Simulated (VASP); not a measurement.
# AlN (P6_3mc) in VASP: a series of runs

The runs below take AlN through relaxation of the atoms, with LDA.

Everything below comes from runs of VASP 6.6.1. Logs are shortened: lines on timing, memory, paths and dates and some standing lists are left out, and cuts for length are marked.

**Measured values to compare with.**

“Structural and optical properties of self-assembled AlN nanowires grown on SiO2/Si substrates by molecular beam epitaxy”, 2024, arxiv:2402.00216 quotes, for a bulk crystal of AlN at 0 K: band gap 6.0343 eV (an exciton energy, a little under the gap).

The runs below are set against these values where they give the same quantity.

## (1) The cell of the first run

The structure is hexagonal, space group P6_3mc (No. 186). Conventional cell: a = 3.027 Å, b = 3.027 Å, c = 4.944 Å, α = 90.00°, β = 90.00°, γ = 120.00°. Al (site symmetry 3m) has 4 N at 1.84 to 1.89 Å within 2.4 Å. N (site symmetry 3m) has 4 Al at 1.84 to 1.89 Å within 2.4 Å.

## (2) Relaxation of the atoms, LDA

The input, INCAR:

```
ALGO = Normal
EDIFF = 1E-7
EDIFFG = -0.01
ENCUT = 520
IBRION = 2
ISIF = 2
ISMEAR = 0
LASPH = T
LCHARG = F
LREAL = F
LWAVE = F
NELM = 80
NSW = 50
PREC = Accurate
SIGMA = 0.05
```

The input, KPOINTS:

```
k-points
0
Gamma
  9 9 6
```

The input, POSCAR:

```
AlN
1.0
    3.0268000000      0.0000000000      0.0000000000
   -1.5134000000      2.6212856922      0.0000000000
    0.0000000000      0.0000000000      4.9435842660
Al N
2 2
Direct
    0.3333333333      0.6666666667      0.0015210172
    0.6666666667      0.3333333333      0.5015210172
    0.3333333333      0.6666666667      0.3834789828
    0.6666666667      0.3333333333      0.8834789828
```

Potentials or basis: VASP PAW LDA potentials, release 64 (Al, N).

Started as:

```console
> cat potpaw_LDA.64/Al/POTCAR potpaw_LDA.64/N/POTCAR > POTCAR
> mpirun -np 1 vasp_std > vasp.out
```

OUTCAR:

```text
EDIFF = 1E-7
   EDIFFG = -0.01
   ENCUT = 520
   IBRION = 2
   ISIF = 2
   ISMEAR = 0
   LASPH = T
   LREAL = F
   NELM = 80
   NSW = 50
   PREC = Accurate

 ion  position               nearest neighbor table
   1  0.333  0.667  0.002-   4 1.84   4 1.84   4 1.84   3 1.89   2 3.03   2 3.03   2 3.03   2 3.03
                             2 3.03   2 3.03
   2  0.667  0.333  0.502-   3 1.84   3 1.84   3 1.84   4 1.89   1 3.03   1 3.03   1 3.03   1 3.03
                             1 3.03   1 3.03
   3  0.333  0.667  0.383-   2 1.84   2 1.84   2 1.84   1 1.89
   4  0.667  0.333  0.883-   1 1.84   1 1.84   1 1.84   2 1.89

  LATTYP: Found a hexagonal cell.
 ALAT       =     3.0268000000
 C/A-ratio  =     1.6332708689

  Lattice vectors:

 A1 = (   3.0268000000,   0.0000000000,   0.0000000000)
 A2 = (  -1.5134000000,   2.6212856922,   0.0000000000)
 A3 = (   0.0000000000,   0.0000000000,   4.9435842660)

Analysis of symmetry for initial positions (statically):
=====================================================================
 Subroutine PRICEL returns:
 Original cell was already a primitive cell.

 Routine SETGRP: Setting up the symmetry group for a
 hexagonal supercell.

 Subroutine GETGRP returns: Found 12 space group operations
 (whereof  6 operations were pure point group operations)
 out of a pool of 24 trial point group operations.

The static configuration has the point symmetry C_3v.
 The point group associated with its full space group is C_6v.

Analysis of symmetry for dynamics (positions and initial velocities):
=====================================================================
 Subroutine PRICEL returns:
 Original cell was already a primitive cell.

 Routine SETGRP: Setting up the symmetry group for a
 hexagonal supercell.

 Subroutine GETGRP returns: Found 12 space group operations
 (whereof  6 operations were pure point group operations)
 out of a pool of 24 trial point group operations.

The dynamic configuration has the point symmetry C_3v.
 The point group associated with its full space group is C_6v.

 Subroutine INISYM returns: Found 12 space group operations
 (whereof  6 operations are pure point group operations),
 and found     1 'primitive' translations

----------------------------------------------------------------------------------------

                                     Primitive cell

  volume of cell :      39.2229

  direct lattice vectors                    reciprocal lattice vectors
     3.026800000  0.000000000  0.000000000     0.330381922  0.190746091  0.000000000
    -1.513400000  2.621285692  0.000000000     0.000000000  0.381492183  0.000000000
     0.000000000  0.000000000  4.943584266     0.000000000  0.000000000  0.202282382

  length of vectors
     3.026800000  3.026800000  4.943584266     0.381492183  0.381492183  0.202282382

  position of ions in fractional coordinates (direct lattice)
     0.333333333  0.666666667  0.001521017
     0.666666667  0.333333333  0.501521017
     0.333333333  0.666666667  0.383478983
     0.666666667  0.333333333  0.883478983

  ion indices of the primitive-cell ions
   primitive index   ion index
                 1           1
                 2           2
                 3           3
                 4           4

----------------------------------------------------------------------------------------

 KPOINTS: k-points

Automatic generation of k-mesh.
 Grid dimensions read from file:
 generate k-points for:    9    9    6

 Generating k-lattice:

  Cartesian coordinates                     Fractional coordinates (reciprocal lattice)
     0.036709102  0.021194010  0.000000000     0.111111111 -0.000000000  0.000000000
     0.000000000  0.042388020  0.000000000     0.000000000  0.111111111  0.000000000
     0.000000000  0.000000000  0.033713730     0.000000000  0.000000000  0.166666667

  Length of vectors
     0.042388020  0.042388020  0.033713730

  Shift w.r.t. Gamma in fractional coordinates (k-lattice)
     0.000000000  0.000000000  0.000000000

 Subroutine IBZKPT returns following result:
 ===========================================

 Found     48 irreducible k-points:

 Following reciprocal coordinates:
            Coordinates               Weight
  0.000000  0.000000  0.000000      1.000000
  0.111111  0.000000  0.000000      6.000000
  0.222222 -0.000000  0.000000      6.000000
  0.333333 -0.000000  0.000000      6.000000
  0.444444 -0.000000  0.000000      6.000000
  0.111111  0.111111  0.000000      6.000000
[... 16 lines left out ...]
  0.333333  0.222222  0.166667     24.000000
  0.333333  0.333333  0.166667      4.000000
 [... further k-points ...]
   k-points           NKPTS =     48   k-points in BZ     NKDIM =     48   number of bands    NBANDS=     12
   number of dos      NEDOS =    301   number of ions     NIONS =      4
   total plane-waves  NPLWV =  23040
   dimension x,y,z NGX =    24 NGY =   24 NGZ =   40
   dimension x,y,z NGXF=    48 NGYF=   48 NGZF=   80
   ions per type =               2   2
   NGX,Y,Z   is equivalent  to a cutoff of  13.18, 13.18, 13.45 a.u.
   NGXF,Y,Z  is equivalent  to a cutoff of  26.36, 26.36, 26.90 a.u.
 SYSTEM =  unknown system
   PREC   = accura    normal or accurate (medium, high low for compatibility)
   ISTART =      0    job   : 0-new  1-cont  2-samecut
   ICHARG =      2    charge: 1-file 2-atom 10-const
   ISPIN  =      1    spin polarized calculation?
   LNONCOLLINEAR =      F non collinear calculations
   LSORBIT =      F    spin-orbit coupling
   LASPH  =      T    aspherical Exc in radial PAW
   ENCUT  =  520.0 eV  38.22 Ry    6.18 a.u.   5.63  5.63  9.19*2*pi/ulx,y,z
   NELM   =     80;   NELMIN=  2; NELMDL= -5     # of ELM steps
   EDIFF  = 0.1E-06   stopping-criterion for ELM
   LREAL  =      F    real-space projection
   EDIFFG = -.1E-01   stopping-criterion for IOM
   NSW    =     50    number of steps for IOM
   IBRION =      2    ionic relax: 0-MD 1-quasi-New 2-CG
   NFREE  =      1    steps in history (QN), initial steepest desc. (CG)
   ISIF   =      2    stress and relaxation
   ISYM   =      2    0-nonsym 1-usesym 2-fastsym
   POTIM  = 0.5000    time-step for ionic-motion
   TEBEG  =    0.0;   TEEND  =   0.0 temperature during run
   PSTRESS=    0.0 pullay stress
   NELECT =      16.0000    total number of electrons
   NUPDOWN=      -1.0000    fix difference up-down
   EMIN   =  10.00;   EMAX   =-10.00  energy-range for DOS
   EFERMI =   0.00;   METHOD = LEGACY
   ISMEAR =     0;   SIGMA  =   0.05  broadening in eV -4-tet -1-fermi 0-gaus
   EFERMI_NEDOS =   21; number of points for ismear=-14 and -15
   IALGO  =     38    algorithm
   IMIX   =      4    mixing-type and parameters
     AMIX     =   0.40;   BMIX     =  1.00
     AMIX_MAG =   1.60;   BMIX_MAG =  1.00
  volume/ion in A,a.u.               =       9.81        66.17
  Fermi-wavevector in a.u.,A,eV,Ry     =   1.214138  2.294389 20.056780  1.474132
  Thomas-Fermi vector in A             =   2.349568
   LORBIT       =      0    0 simple, 1 ext, 2 COOP (PROOUT), +10 PAW based schemes
   GGA     = CA    functional components
   LHFCALC =     F    Hartree Fock is set to
   AEXX    =    0.0000 exact exchange contribution
   IVDW    =     0    specifies the selected vdW correction
   LEPSILON=     F    determine dielectric tensor
   LRPA    =     F    only Hartree local field effects (RPA)
 conjugate gradient relaxation of ions
 non-spin polarized calculation
 Gauss-broadening in eV      SIGMA  =   0.05
  energy-cutoff  :      520.00
  volume of cell :       39.22
 maximum number of plane-waves:      1087
 NGX is ok and might be reduce to    24
   NGX = 11   NGY = 11   NGZ = 19

--------------------------------------- Ionic step        1  -------------------------------------------

 number of electron      15.9999997 magnetization

 Free energy of the ion-electron system (eV)
  ---------------------------------------------------
  ext. energy  EPLUGINS =         0.00000000
  ---------------------------------------------------
  free energy    TOTEN  =       -32.76960424 eV

  energy without entropy =      -32.76960424  energy(sigma->0) =      -32.76960424

------------------------ aborting loop because EDIFF is reached ----------------------------------------

  FORCE on cell =-STRESS in cart. coord.  units (eV):
  Direction    XX          YY          ZZ          XY          YZ          ZX
  --------------------------------------------------------------------------------------
  -------------------------------------------------------------------------------------
  Total        3.3745161      3.3745161      0.8722144      0.0000000      0.0000000      0.0000000
  in kB      137.8421587    137.8421587     35.6281953      0.0000000      0.0000000      0.0000000
  external PRESSURE =     103.7708376 kB  Pullay stress =       0.0000000 kB
[... 61 lines left out ...]
  energy  without entropy=      -32.7741538494  energy(sigma->0) =      -32.77415385

--------------------------------------- Ionic step        3  -------------------------------------------

 number of electron      15.9999996 magnetization

 Free energy of the ion-electron system (eV)
  ---------------------------------------------------
  ext. energy  EPLUGINS =         0.00000000
  ---------------------------------------------------
  free energy    TOTEN  =       -32.77497286 eV

  energy without entropy =      -32.77497286  energy(sigma->0) =      -32.77497286

 E-fermi :   6.5932     XC(G=0): -11.5225

 val. band max:        6.3782640113   @ k =   0.0000   0.0000   0.0000
 cond. band min:      11.2792349036   @ k =   0.0000   0.0000   0.0000
 fundamental gap:      4.9009708923
 Fermi energy:         6.5931841963

 k-point     1 :       0.0000    0.0000    0.0000
  band No.  band energies     occupation
      1      -8.9053      2.00000
      2      -6.5714      2.00000
      3       0.0956      2.00000
      4       5.7259      2.00000
      5       5.7259      2.00000
      6       6.3377      2.00000
      7       6.3377      2.00000
      8       6.3783      2.00000
      9      11.2792      0.00000
     10      13.8009      0.00000
     11      17.3577      0.00000
     12      18.1161      0.00000
[... 331 lines left out ...]
 k-point    24 :       0.3333    0.3333    0.1667
  band No.  band energies     occupation
      1      -6.0452      2.00000
      2      -6.0452      2.00000
      3       1.5105      2.00000
      4       2.1948      2.00000
      5       2.1948      2.00000
      6       3.5725      2.00000
      7       4.5083      2.00000
      8       4.5083      2.00000
      9      11.7297      0.00000
     10      14.9851      0.00000
     11      15.8410      0.00000
     12      15.8410      0.00000

 [... further k-points ...]
[... 5 lines left out ...]
  --------------------------------------------------------------------------------------
  -------------------------------------------------------------------------------------
  Total        3.0830800      3.0830800      1.3921674      0.0000000      0.0000000      0.0000000
  in kB      125.9375845    125.9375845     56.8672214      0.0000000      0.0000000      0.0000000
  external PRESSURE =     102.9141301 kB  Pullay stress =       0.0000000 kB
[... 19 lines left out ...]
  FREE ENERGIE OF THE ION-ELECTRON SYSTEM (eV)
  ---------------------------------------------------
  free  energy   TOTEN  =       -32.7749728565 eV

  energy  without entropy=      -32.7749728565  energy(sigma->0) =      -32.77497286

 reached required accuracy - stopping structural energy minimisation
```

Wall time 25 s (1 thread of Intel Xeon Platinum 8488C (Sapphire Rapids), shared host); peak memory 0.14 GiB.

Results:

| Property | Result |
| --- | --- |
| Free energy | -32.7750 eV |
| Energy gained by relaxing | 1.3 meV/atom |
| Ionic steps | 3 |
| Pressure after relaxing | 10.3 GPa |
| Band gap on the k mesh | 4.90 eV, direct |

Stress tensor (GPa, compression positive):
```
12.59  0.00  0.00
 0.00 12.59  0.00
 0.00  0.00  5.69
```

Step by step:
```tsv
step	energy change (eV)	largest force (eV/Å)	pressure (GPa)
1	0.0000	0.2747	10.38
2	-0.0045	0.1127	10.28
3	-0.0054	0.0002	10.29
```

Final structure:
```
CELL_PARAMETERS angstrom
3.02680 0.00000 0.00000
-1.51340 2.62129 0.00000
0.00000 0.00000 4.94358
ATOMIC_POSITIONS crystal
Al 0.33333 0.66667 0.00346
Al 0.66667 0.33333 0.50346
N 0.33333 0.66667 0.38154
N 0.66667 0.33333 0.88154
```

Levels at points of the mesh, in eV from the valence-band top:
```csv
k point,band 5,band 6,band 7,band 8,band 9,band 10,band 11,band 12
"(0.00, 0.00, 0.00)",-0.65,-0.04,-0.04,0.00,4.90,7.42,10.98,11.74
"(0.00, 0.00, 0.50)",-0.36,-0.36,-0.36,-0.36,7.17,7.17,10.70,10.70
```

A k mesh can miss the band edges. LDA gaps usually lie below the measured ones, often by a third to a half.

[end of part 1 of 2]
